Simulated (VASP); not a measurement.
# MnPt2: single point with PBE

The system is MnPt2.

```
Mn Pt
1.0
     5.13067    0.00000    0.00000
     0.00000    5.13067    0.00000
     0.00000    0.00000    5.13067
Mn Pt
2 4
Direct
  0.00000 0.00000 0.00000
  0.50000 0.50000 0.50000
  0.25000 0.25000 0.25000
  0.25000 0.75000 0.75000
  0.75000 0.75000 0.25000
  0.75000 0.25000 0.75000
```

```
Program                : VASP 6.6.1
Task                   : single point
Functional             : PBE
Potentials or basis    : VASP PAW PBE potentials, release 64 (Mn_pv, Pt)
Cutoff                 : 520 eV
k mesh                 : 4 × 4 × 4
Occupations            : gaussian, width 0.1 eV
Spin                   : no spin polarisation
Dipole correction      : no
Further INCAR settings : ALGO = Normal; EDIFF = 1e-06; NBANDS = 42
```

```json
{"Pressure": "0.3 GPa", "Band gap on the k mesh": "zero (bands 33 and 34 overlap by 0.86 eV)"}
```

Levels at points of the mesh, in eV from the Fermi level:
```csv
k point,band 30,band 31,band 32,band 33,band 34,band 35,band 36,band 37
"(0.00, 0.00, 0.00)",-0.88,-0.88,-0.88,0.13,0.56,0.56,0.56,1.44
"(0.50, 0.00, 0.00)",-0.31,-0.19,-0.19,0.34,0.34,0.49,0.49,0.61
"(0.50, 0.50, 0.00)",-1.02,-0.27,-0.27,-0.12,-0.12,0.64,0.64,0.65
"(0.50, 0.50, 0.50)",-0.97,-0.97,-0.94,-0.04,-0.04,-0.04,0.33,0.72
```

It took 71 s on 1 thread of Intel(R) Xeon(R) Platinum 8375C CPU @ 2.90GHz (Ice Lake), on a shared host, peak memory 0.26 GiB.

Caveat: spin-orbit coupling is left out, which moves the levels of the heavy elements; the run has no spin polarisation, though such a crystal can be magnetic. Spin polarisation is off, so any magnetic state and its effect on volume and gap are missing.
